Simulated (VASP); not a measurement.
AlNi, 2 atoms in the cell. Symmetry: P4/mmm, No. 123, tetragonal system. The conventional cell has a = 2.791 Å, b = 2.791 Å, c = 3.070 Å, α = 90.00°, β = 90.00°, γ = 90.00°. Within 3.3 Å of Al (site symmetry 4/mmm) lie 8 Ni at 2.50 Å and 6 Al at 2.79 to 3.07 Å. Ni (site symmetry 4/mmm) has 8 Al at 2.50 Å and 6 Ni at 2.79 to 3.07 Å within 3.3 Å.  This cell differs from its parent crystal: ratio of the length along z to the lengths across it x 1.1, volume and fractional coordinates fixed.

* Program: VASP 6.6.1
* Task: single point
* Functional: PBEsol
* Potentials or basis: VASP PAW PBE potentials, release 64 (Al, Ni)
* Cutoff: 520 eV
* k mesh: 18 × 18 × 18
* Occupations: gaussian, width 0.15 eV
* Spin: no spin polarisation
* Dipole correction: no
* Further INCAR settings: ALGO = Fast; EDIFF = 1e-07; NBANDS = 14

Potentials or basis: VASP PAW PBE potentials, release 64 (Al, Ni).

The run is started by

```bash
$ cat potpaw_PBE.64/Al/POTCAR potpaw_PBE.64/Ni/POTCAR > POTCAR
$ mpirun -np 1 vasp_std > vasp.out
```

Hardware: 1 thread of Intel Xeon 8259CL (shared host).

Q: How long does it take, and how much memory?

A: Wall time 3.7 min on 1 thread of Intel Xeon 8259CL (shared host), peak memory 0.3 GiB. Counts: scf iterations 16, k points 550.
